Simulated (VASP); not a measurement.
Crystal: Co.

```
Co
1.0
     2.47056    0.00000    0.00000
    -1.23528    2.13957    0.00000
     0.00000    0.00000    8.08823
Co
4
Direct
  0.66667 0.33333 0.75000
  0.00000 0.00000 0.50000
  0.33333 0.66667 0.25000
  0.00000 0.00000 0.00000
```

```yaml
Program: VASP 6.6.1
Task: relaxation of cell and atoms
Functional: BLYP
Potentials_or_basis: VASP PAW PBE potentials, release 64 (Co)
Cutoff: 600 eV
k_mesh: 12 × 12 × 4
Occupations: fermi-dirac, width 0.05 eV
Spin: collinear spin, ferromagnetic start
Starting_moments: "[2.0, 2.0, 2.0, 2.0] μB"
```

At the start: pressure 13.2 GPa; volume 10.69 Å³/atom.

Question: Where does the relaxation end?

Answer: Over 6 steps the energy falls by 28.3 meV/atom and the volume is 11.38 Å³/atom (+6.5 %); space group P6_3/mmc (No. 194, to 0.1 Å) before and after; moment 6.63 μB per cell.

The path:
```
step  energy change (eV)  largest force (eV/Å)  pressure (GPa)  volume (Å³)
   1              0.0000                0.0000           13.19        42.75
   2             -0.0208                0.0000           -9.62        48.43
   3             -0.1117                0.0000           -0.23        45.60
   4             -0.1117                0.0000           -0.01        45.54
   5             -0.1131                0.0000            0.06        45.52
   6             -0.1133                0.0000            0.09        45.51
```

Final structure:
```
Co
1.0
     2.53423    0.00000    0.00000
    -1.26712    2.19471    0.00000
     0.00000    0.00000    8.18329
Co
4
Direct
  0.66667 0.33333 0.75000
  0.00000 0.00000 0.50000
  0.33333 0.66667 0.25000
  0.00000 0.00000 0.00000
```

Caveat: the PAW data sets were made with another functional, which shifts forces and pressure a little.
